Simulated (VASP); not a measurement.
A run of VASP 6.6.1:

Contents of INCAR:

```
ALGO = Normal
DIPOL = 0.5 0.5 0.500
EDIFF = 1E-6
ENCUT = 520
GGA = PS
IDIPOL = 3
ISIF = 2
ISMEAR = -1
LASPH = True
LCHARG = True
LDIPOL = True
LELF = True
LREAL = False
LVACPOTAV = True
LVHAR = True
LWAVE = False
NBANDS = 43
NELM = 100
PREC = Accurate
SIGMA = 0.05
```

The input KPOINTS:

```
k-points
0
Gamma
  15 15 1
```

POSCAR

```
Ru
1.0
    2.6901084707      0.0000000000      0.0000000000
   -1.3450542353      2.3297022745      0.0000000000
    0.0000000000      0.0000000000     24.4996000000
Ru
5
Direct
    0.0000000000      0.0000000000      0.3265354344
    0.3333333340      0.6666666660      0.4132677173
    0.0000000000      0.0000000000      0.4999999997
    0.3333333340      0.6666666660      0.5867322827
    0.0000000000      0.0000000000      0.6734645656
```

Potentials or basis: VASP PAW PBE potentials, release 64 (Ru_pv).

Run with:

```sh
$ cat potpaw_PBE.64/Ru_pv/POTCAR > POTCAR
$ mpirun -np 1 vasp_std > vasp.out
```

Hardware: 1 thread of Intel(R) Xeon(R) 6975P-C (Granite Rapids), on a shared host.

Estimate the wall time of this run.

It took 2.6 min on 1 thread of Intel(R) Xeon(R) 6975P-C (Granite Rapids), with other jobs on the host, peak memory 0.33 GiB. Counts: scf iterations 26, k points 27.
